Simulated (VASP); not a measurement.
# Ni (P6_3/mmc) in VASP: notebook

Aim: see how the results for Ni move with the level of theory and the settings. Levels: PBE, PBEsol+D3(BJ), BLYP+D4. Tasks: single point.

All numbers are computed with VASP 6.6.1; they aren't measurements. Logs are shortened: lines on timing, memory, paths and dates and some standing lists are left out, and cuts for length are marked.

### Step 1. The cell of the first run

It takes space group P6_3/mmc (No. 194, hexagonal). The conventional cell has a = 2.448 Å, b = 2.448 Å, c = 4.073 Å, α = 90.00°, β = 90.00°, γ = 120.00°. Within 3.2 Å of Ni (site symmetry -6m2) lie 12 Ni at 2.45 to 2.48 Å.

This isn't the form of Ni at room conditions, which is fcc.

### Step 2. Single point, PBE, collinear spin, ferromagnetic start

Contents of INCAR:

```
  PREC = Accurate
  ENCUT = 690
  EDIFF = 1E-6
  ISMEAR = 0
  SIGMA = 0.024
  LREAL = F
  LASPH = T
  NELM = 200
  ALGO = Normal
  ISIF = 2
  LWAVE = F
  LCHARG = T
  ISPIN = 2
  MAGMOM = 1 1
  LORBIT = 11
  LMAXMIX = 4
  GGA = PE
  LELF = T
  LVHAR = T
  NBANDS = 29
  GGA_COMPAT = F
```

Contents of KPOINTS:

```
regular mesh
0
Gamma
  12 12 7
```

Contents of POSCAR:

```
Ni
1.0
    2.4480228978      0.0000000000      0.0000000000
   -1.2240114489      2.1200500186      0.0000000000
    0.0000000000      0.0000000000      4.0728075700
Ni
2
Direct
    0.6666666667      0.3333333333      0.7500000000
    0.3333333333      0.6666666667      0.2500000000
```

Potentials or basis: VASP PAW PBE potentials, release 64 (Ni_sv_GW).

Started as:

```sh
cat potpaw_PBE.64/Ni_sv_GW/POTCAR > POTCAR
mpirun -np 1 vasp_std > vasp.out
```

OUTCAR:

```text
PREC = Accurate
   ENCUT = 690
   EDIFF = 1E-6
   ISMEAR = 0
   LREAL = F
   LASPH = T
   NELM = 200
   ISIF = 2
   ISPIN = 2
   LORBIT = 11
   GGA = PE

 ion  position               nearest neighbor table
   1  0.667  0.333  0.750-   2 2.48   2 2.48   2 2.48   2 2.48   2 2.48   2 2.48
   2  0.333  0.667  0.250-   1 2.48   1 2.48   1 2.48   1 2.48   1 2.48   1 2.48

  LATTYP: Found a hexagonal cell.
 ALAT       =     2.4480228978
 C/A-ratio  =     1.6637130207

  Lattice vectors:

 A1 = (   2.4480228978,   0.0000000000,   0.0000000000)
 A2 = (  -1.2240114489,   2.1200500186,   0.0000000000)
 A3 = (   0.0000000000,   0.0000000000,   4.0728075700)

Analysis of symmetry for initial positions (statically):
=====================================================================
 Subroutine PRICEL returns:
 Original cell was already a primitive cell.

 Routine SETGRP: Setting up the symmetry group for a
 hexagonal supercell.

 Subroutine GETGRP returns: Found 24 space group operations
 (whereof 12 operations were pure point group operations)
 out of a pool of 24 trial point group operations.

The static configuration has the point symmetry D_3d.
 The point group associated with its full space group is D_6h.

Analysis of symmetry for dynamics (positions and initial velocities):
=====================================================================
 Subroutine PRICEL returns:
 Original cell was already a primitive cell.

 Routine SETGRP: Setting up the symmetry group for a
 hexagonal supercell.

 Subroutine GETGRP returns: Found 24 space group operations
 (whereof 12 operations were pure point group operations)
 out of a pool of 24 trial point group operations.

The dynamic configuration has the point symmetry D_3d.
 The point group associated with its full space group is D_6h.

Analysis of structural, dynamic, and magnetic symmetry:
=====================================================================
 Subroutine PRICEL returns:
 Original cell was already a primitive cell.

 Routine SETGRP: Setting up the symmetry group for a
 hexagonal supercell.

 Subroutine GETGRP returns: Found 24 space group operations
 (whereof 12 operations were pure point group operations)
 out of a pool of 24 trial point group operations.

The overall configuration has the point symmetry D_3d.
 The point group associated with its full space group is D_6h.

 Subroutine INISYM returns: Found 24 space group operations
 (whereof 12 operations are pure point group operations),
 and found     1 'primitive' translations

----------------------------------------------------------------------------------------

                                     Primitive cell

  volume of cell :      21.1376

  direct lattice vectors                    reciprocal lattice vectors
     2.448022898  0.000000000  0.000000000     0.408492911  0.235843492  0.000000000
    -1.224011449  2.120050019  0.000000000     0.000000000  0.471686984  0.000000000
     0.000000000  0.000000000  4.072807570     0.000000000  0.000000000  0.245530873

  length of vectors
     2.448022898  2.448022898  4.072807570     0.471686984  0.471686984  0.245530873

  position of ions in fractional coordinates (direct lattice)
     0.666666667  0.333333333  0.750000000
     0.333333333  0.666666667  0.250000000

  ion indices of the primitive-cell ions
   primitive index   ion index
                 1           1
                 2           2

----------------------------------------------------------------------------------------

 KPOINTS: regular mesh

Automatic generation of k-mesh.
 Grid dimensions read from file:
 generate k-points for:   12   12    7

 Generating k-lattice:

  Cartesian coordinates                     Fractional coordinates (reciprocal lattice)
     0.034041076  0.019653624  0.000000000     0.083333333 -0.000000000  0.000000000
     0.000000000  0.039307249  0.000000000     0.000000000  0.083333333  0.000000000
     0.000000000  0.000000000  0.035075839     0.000000000  0.000000000  0.142857143

  Length of vectors
     0.039307249  0.039307249  0.035075839

  Shift w.r.t. Gamma in fractional coordinates (k-lattice)
     0.000000000  0.000000000  0.000000000

 Subroutine IBZKPT returns following result:
 ===========================================

 Found     76 irreducible k-points:

 Following reciprocal coordinates:
            Coordinates               Weight
  0.000000  0.000000  0.000000      1.000000
  0.083333  0.000000  0.000000      6.000000
  0.166667 -0.000000  0.000000      6.000000
  0.250000 -0.000000  0.000000      6.000000
  0.333333  0.000000  0.000000      6.000000
  0.416667 -0.000000  0.000000      6.000000
[... 16 lines left out ...]
  0.250000 -0.000000  0.142857     12.000000
  0.333333  0.000000  0.142857     12.000000
 [... further k-points ...]
   k-points           NKPTS =     76   k-points in BZ     NKDIM =     76   number of bands    NBANDS=     29
   number of dos      NEDOS =    301   number of ions     NIONS =      2
   total plane-waves  NPLWV =  20736
   dimension x,y,z NGX =    24 NGY =   24 NGZ =   36
   dimension x,y,z NGXF=    48 NGYF=   48 NGZF=   72
   ions per type =               2
   NGX,Y,Z   is equivalent  to a cutoff of  16.30, 16.30, 14.69 a.u.
   NGXF,Y,Z  is equivalent  to a cutoff of  32.60, 32.60, 29.39 a.u.
 SYSTEM =  unknown system
   PREC   = accura    normal or accurate (medium, high low for compatibility)
   ISTART =      0    job   : 0-new  1-cont  2-samecut
   ICHARG =      2    charge: 1-file 2-atom 10-const
   ISPIN  =      2    spin polarized calculation?
   LNONCOLLINEAR =      F non collinear calculations
   LSORBIT =      F    spin-orbit coupling
   LASPH  =      T    aspherical Exc in radial PAW
   ENCUT  =  690.0 eV  50.71 Ry    7.12 a.u.   5.24  5.24  8.72*2*pi/ulx,y,z
   NELM   =    200;   NELMIN=  2; NELMDL= -5     # of ELM steps
   EDIFF  = 0.1E-05   stopping-criterion for ELM
   LREAL  =      F    real-space projection
[... 7 lines left out ...]
   TEBEG  =    0.0;   TEEND  =   0.0 temperature during run
   PSTRESS=    0.0 pullay stress
   NELECT =      36.0000    total number of electrons
   NUPDOWN=      -1.0000    fix difference up-down
   EMIN   =  10.00;   EMAX   =-10.00  energy-range for DOS
   EFERMI =   0.00;   METHOD = LEGACY
   ISMEAR =     0;   SIGMA  =   0.02  broadening in eV -4-tet -1-fermi 0-gaus
   EFERMI_NEDOS =   21; number of points for ismear=-14 and -15
   IALGO  =     38    algorithm
   IMIX   =      4    mixing-type and parameters
     AMIX     =   0.40;   BMIX     =  1.00
     AMIX_MAG =   1.60;   BMIX_MAG =  1.00
  volume/ion in A,a.u.               =      10.57        71.32
  Fermi-wavevector in a.u.,A,eV,Ry     =   1.955047  3.694503 52.004300  3.822208
  Thomas-Fermi vector in A             =   2.981484
   LORBIT       =     11    0 simple, 1 ext, 2 COOP (PROOUT), +10 PAW based schemes
   GGA     = PE    functional components
   LHFCALC =     F    Hartree Fock is set to
   AEXX    =    0.0000 exact exchange contribution
   IVDW    =     0    specifies the selected vdW correction
   LEPSILON=     F    determine dielectric tensor
   LRPA    =     F    only Hartree local field effects (RPA)
 spin polarized calculation
 Gauss-broadening in eV      SIGMA  =   0.02
  energy-cutoff  :      690.00
  volume of cell :       21.14
 maximum number of plane-waves:       881
 NGX is ok and might be reduce to    24
   NGX = 11   NGY = 11   NGZ = 17

 number of electron      36.0000008 magnetization       1.3349509

 Free energy of the ion-electron system (eV)
  ---------------------------------------------------
  ext. energy  EPLUGINS =         0.00000000
  ---------------------------------------------------
  free energy    TOTEN  =       -12.77093193 eV

  energy without entropy =      -12.76962994  energy(sigma->0) =      -12.77028094

 E-fermi :   8.2704     XC(G=0): -14.0630

 val. band max:        8.2656810539   @ k =   0.3333   0.0833   0.4286
 cond. band min:       8.2704289514   @ k =   0.3333   0.3333   0.2857
 fundamental gap:      0.0047478974
 Fermi energy:         8.2703924420

 spin component 1

 k-point     1 :       0.0000    0.0000    0.0000
  band No.  band energies     occupation
      1     -95.5143      1.00000
      2     -95.4791      1.00000
      3     -55.9605      1.00000
      4     -55.7998      1.00000
      5     -55.7998      1.00000
      6     -55.7685      1.00000
[... 21 lines left out ...]
     28      34.6959      0.00000
     29      38.3941      0.00000

 k-point     2 :       0.0833    0.0000    0.0000
  band No.  band energies     occupation
      1     -95.5118      1.00000
      2     -95.4775      1.00000
      3     -55.9552      1.00000
      4     -55.8127      1.00000
      5     -55.8037      1.00000
      6     -55.7819      1.00000
[... 21 lines left out ...]
     28      37.1502      0.00000
     29      37.8035      0.00000

 k-point     3 :       0.1667   -0.0000    0.0000
  band No.  band energies     occupation
      1     -95.5050      1.00000
      2     -95.4741      1.00000
      3     -55.9402      1.00000
      4     -55.8487      1.00000
      5     -55.8186      1.00000
      6     -55.8149      1.00000
[... 21 lines left out ...]
     28      36.9718      0.00000
     29      37.7418      0.00000

 k-point     4 :       0.2500   -0.0000    0.0000
  band No.  band energies     occupation
      1     -95.4959      1.00000
      2     -95.4697      1.00000
      3     -55.9179      1.00000
      4     -55.8980      1.00000
      5     -55.8679      1.00000
      6     -55.8296      1.00000
[... 597 lines left out ...]
     28      36.0308      0.00000
     29      37.0109      0.00000

 k-point    23 :       0.2500   -0.0000    0.1429
  band No.  band energies     occupation
      1     -95.4944      1.00000
      2     -95.4709      1.00000
      3     -55.9226      1.00000
      4     -55.8847      1.00000
      5     -55.8711      1.00000
      6     -55.8274      1.00000
[... 21 lines left out ...]
     28      34.4760      0.00000
     29      35.5338      0.00000

 k-point    24 :       0.3333    0.0000    0.1429
  band No.  band energies     occupation
      1     -95.4850      1.00000
      2     -95.4669      1.00000
      3     -55.9536      1.00000
      4     -55.9223      1.00000
      5     -55.8774      1.00000
      6     -55.8416      1.00000
[... 21 lines left out ...]
     28      33.1297      0.00000
     29      36.1927      0.00000

 [... further k-points ...]

 spin component 2

 k-point     1 :       0.0000    0.0000    0.0000
  band No.  band energies     occupation
      1     -94.6302      1.00000
      2     -94.5939      1.00000
      3     -55.1238      1.00000
      4     -54.9272      1.00000
      5     -54.9272      1.00000
      6     -54.8947      1.00000
[... 21 lines left out ...]
     28      34.8065      0.00000
     29      38.5227      0.00000

 k-point     2 :       0.0833    0.0000    0.0000
  band No.  band energies     occupation
      1     -94.6277      1.00000
      2     -94.5922      1.00000
      3     -55.1182      1.00000
      4     -54.9406      1.00000
      5     -54.9313      1.00000
      6     -54.9087      1.00000
[... 21 lines left out ...]
     28      37.2456      0.00000
     29      37.9028      0.00000

 k-point     3 :       0.1667   -0.0000    0.0000
  band No.  band energies     occupation
      1     -94.6207      1.00000
      2     -94.5888      1.00000
      3     -55.1026      1.00000
      4     -54.9780      1.00000
      5     -54.9467      1.00000
      6     -54.9428      1.00000
[... 21 lines left out ...]
     28      37.0264      0.00000
     29      37.7448      0.00000

 k-point     4 :       0.2500   -0.0000    0.0000
  band No.  band energies     occupation
      1     -94.6113      1.00000
      2     -94.5842      1.00000
      3     -55.0794      1.00000
      4     -55.0292      1.00000
      5     -54.9979      1.00000
      6     -54.9581      1.00000
[... 597 lines left out ...]
     28      36.1109      0.00000
     29      37.0702      0.00000

 k-point    23 :       0.2500   -0.0000    0.1429
  band No.  band energies     occupation
      1     -94.6098      1.00000
      2     -94.5855      1.00000
      3     -55.0781      1.00000
      4     -55.0210      1.00000
      5     -55.0027      1.00000
      6     -54.9558      1.00000
[... 21 lines left out ...]
     28      34.5783      0.00000
     29      35.6008      0.00000

 k-point    24 :       0.3333    0.0000    0.1429
  band No.  band energies     occupation
      1     -94.6001      1.00000
      2     -94.5813      1.00000
      3     -55.0911      1.00000
      4     -55.0561      1.00000
      5     -55.0321      1.00000
      6     -54.9705      1.00000
[... 21 lines left out ...]
     28      33.2332      0.00000
     29      36.2614      0.00000

 [... further k-points ...]
[... 5 lines left out ...]
  --------------------------------------------------------------------------------------
  -------------------------------------------------------------------------------------
  Total        0.9592376      0.9592376      0.4659271     -0.0000000      0.0000000      0.0000000
  in kB       72.7078487     72.7078487     35.3161254     -0.0000000      0.0000000      0.0000000
  external PRESSURE =      60.2439409 kB  Pullay stress =       0.0000000 kB

 VOLUME and BASIS-vectors are now :
 -----------------------------------------------------------------------------
  energy-cutoff  :      690.00
  volume of cell :       21.14
      direct lattice vectors                 reciprocal lattice vectors
     2.448022898  0.000000000  0.000000000     0.408492911  0.235843492  0.000000000
    -1.224011449  2.120050019  0.000000000     0.000000000  0.471686984  0.000000000
     0.000000000  0.000000000  4.072807570     0.000000000  0.000000000  0.245530873

 POSITION                                       TOTAL-FORCE (eV/Angst)
 -----------------------------------------------------------------------------------
      1.22401      0.70668      3.05461        -0.000000     -0.000000      0.000000
     -0.00000      1.41337      1.01820         0.000000      0.000000      0.000000
 -----------------------------------------------------------------------------------
    total drift:                                0.000000     -0.000000      0.000000

  FREE ENERGIE OF THE ION-ELECTRON SYSTEM (eV)
  ---------------------------------------------------
  free  energy   TOTEN  =       -12.7709319325 eV

  energy  without entropy=      -12.7696299409  energy(sigma->0) =      -12.77028094

 total charge

# of ion       s       p       d       f       tot
--------------------------------------------------
    1        2.246   6.309   7.812   0.005  16.373
    2        2.246   6.309   7.812   0.005  16.373
--------------------------------------------------
tot          4.491  12.619  15.625   0.011  32.745

 magnetization (x)

# of ion       s       p       d       f       tot
--------------------------------------------------
    1       -0.000  -0.016   0.723  -0.000   0.707
    2       -0.000  -0.016   0.723  -0.000   0.707
--------------------------------------------------
tot         -0.000  -0.032   1.446  -0.000   1.413
```

Run time: 5.4 min. Hardware: 1 thread of AMD EPYC 7R43 (Zen 3), shared host; peak memory 0.2 GiB.

What came out:

| Property | Result |
| --- | --- |
| Free energy | -12.7709 eV |
| Pressure | 6.0 GPa |
| Net moment | 1.33 μB per cell |
| Site moments | Ni +0.71 μB |
| Valence electrons inside the program's atomic spheres | Ni 16.37 |

Stress tensor (GPa, compression positive):
```
7.27 0.00 0.00
0.00 7.27 0.00
0.00 0.00 3.53
```

Levels at points of the mesh, in eV from the Fermi level:
Spin up:
| k point | band 17 | band 18 | band 19 | band 20 | band 21 | band 22 |
| --- | --- | --- | --- | --- | --- | --- |
| (0.00, 0.00, 0.00) | -1.70 | -0.76 | -0.76 | -0.67 | 5.50 | 22.81 |
| (0.50, 0.00, 0.00) | -0.59 | -0.53 | 1.14 | 3.09 | 9.32 | 9.85 |
Spin down:
```
           k point  band 15  band 16  band 17  band 18  band 19  band 20
(0.00, 0.00, 0.00)    -1.47    -1.01    -1.01    -0.73    -0.02    -0.02
(0.50, 0.00, 0.00)    -1.48     0.15     0.20     0.32     1.67     3.51
```

Caveat: the cell stands under pressure.

### Step 3. Single point, PBE, collinear spin, ferromagnetic start

Contents of INCAR:

```
SYSTEM = Ni
ALGO = Normal
EDIFF = 1E-6
ENCUT = 690
GGA = PE
GGA_COMPAT = .False.
ISIF = 2
ISMEAR = 0
ISPIN = 2
LASPH = .True.
LCHARG = .True.
LELF = .True.
LMAXMIX = 4
LORBIT = 11
LREAL = .False.
LVHAR = .True.
LWAVE = .False.
MAGMOM = 1 1
NBANDS = 29
NELM = 200
PREC = Accurate
SIGMA = 0.019000000000000003
```

Contents of KPOINTS:

```
k-points
0
Gamma
  12 12 7
  0 0 0
```

POSCAR is that of step 2.

Potentials or basis: VASP PAW PBE potentials, release 64 (Ni_sv_GW).

Started as:

```sh
cat potpaw_PBE.64/Ni_sv_GW/POTCAR > POTCAR
mpirun -np 1 vasp_std > vasp.out
```

Run time: 2.3 min. Hardware: 1 thread of Intel Xeon Platinum 8259CL at 2.50GHz (Skylake/Cascade Lake), shared host; peak memory 0.25 GiB.

Results (log left out):

- Free energy: -12.7707 eV
- Pressure: 6.2 GPa
- Net moment: 1.34 μB per cell
- Site moments: Ni +0.71 μB
- Valence electrons inside the program's atomic spheres: Ni 16.37

Stress tensor (GPa, compression positive):
```
7.45 0.00 0.00
0.00 7.45 0.00
0.00 0.00 3.67
```

Levels at points of the mesh, in eV from the Fermi level:
Spin up:
```csv
k point,band 15,band 16,band 17,band 18,band 19,band 20,band 21,band 22,band 23,band 24
"(0.00, 0.00, 0.00)",-2.23,-1.70,-1.70,-0.76,-0.76,-0.68,5.49,22.81,25.06,25.11
"(0.50, 0.00, 0.00)",-2.22,-0.65,-0.60,-0.53,1.14,3.09,9.31,9.85,12.42,13.39
```
Spin down:
```csv
k point,band 14,band 15,band 16,band 17,band 18,band 19,band 20,band 21
"(0.00, 0.00, 0.00)",-1.47,-1.47,-1.01,-1.01,-0.73,-0.02,-0.02,5.96
"(0.50, 0.00, 0.00)",-1.83,-1.48,0.15,0.20,0.32,1.67,3.51,9.44
```

Caveat: the cell stands under pressure.

(Continued in part 2 of 3.)
